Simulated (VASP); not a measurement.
Input of a VASP 6.6.1 run:

POSCAR

```
Re
1.0
    0.0000000000      1.9750000000      1.9750000000
    1.9750000000      0.0000000000      1.9750000000
    1.9750000000      1.9750000000      0.0000000000
Re
1
Direct
    0.0000000000      0.0000000000      0.0000000000
```

INCAR.step1

```
ALGO = Normal
EDIFF = 1E-4
ENCUT = 600
GGA = PE
ISMEAR = -1
LASPH = True
LCHARG = False
LREAL = False
LWAVE = True
NELM = 100
PREC = Accurate
SIGMA = 0.05
```

Contents of INCAR.step2:

```
ALGO = Normal
EDIFF = 1E-7
EDIFFG = -0.01
ENCUT = 600
IBRION = 2
ISIF = 3
ISMEAR = -1
ISTART = 1
LASPH = True
LCHARG = False
LMIXTAU = True
LREAL = False
LWAVE = False
METAGGA = R2SCAN
NELM = 100
NSW = 60
PREC = Accurate
SIGMA = 0.05
```

File KPOINTS:

```
k-points
0
Gamma
  12 12 12
```

Potentials or basis: VASP PAW PBE potentials, release 64 (Re).

Command:

```sh
$ cat potpaw_PBE.64/Re/POTCAR > POTCAR
$ cp INCAR.step1 INCAR
$ mpirun -np 1 vasp_std > vasp.out
$ cp INCAR.step2 INCAR
$ mpirun -np 1 vasp_std > vasp.out
```

**Question.** What does it give for the relaxed cell?

**Answer.** a = 2.753 Å, b = 2.753 Å, c = 2.753 Å, α = 60.00°, β = 60.00°, γ = 60.00°.

**Question.** Predict the space group after relaxing (to 0.05 Å).

**Answer.** Fm-3m (No. 225).

**Question.** Estimate the relaxed volume.

**Answer.** 14.75 Å³/atom.

Final structure:
```
CELL_PARAMETERS angstrom
0.00000 1.94671 1.94671
1.94671 0.00000 1.94671
1.94671 1.94671 0.00000
ATOMIC_POSITIONS crystal
Re 0.00000 0.00000 0.00000
```

Caveat: the PAW data sets were made with another functional, which shifts forces and pressure a little.
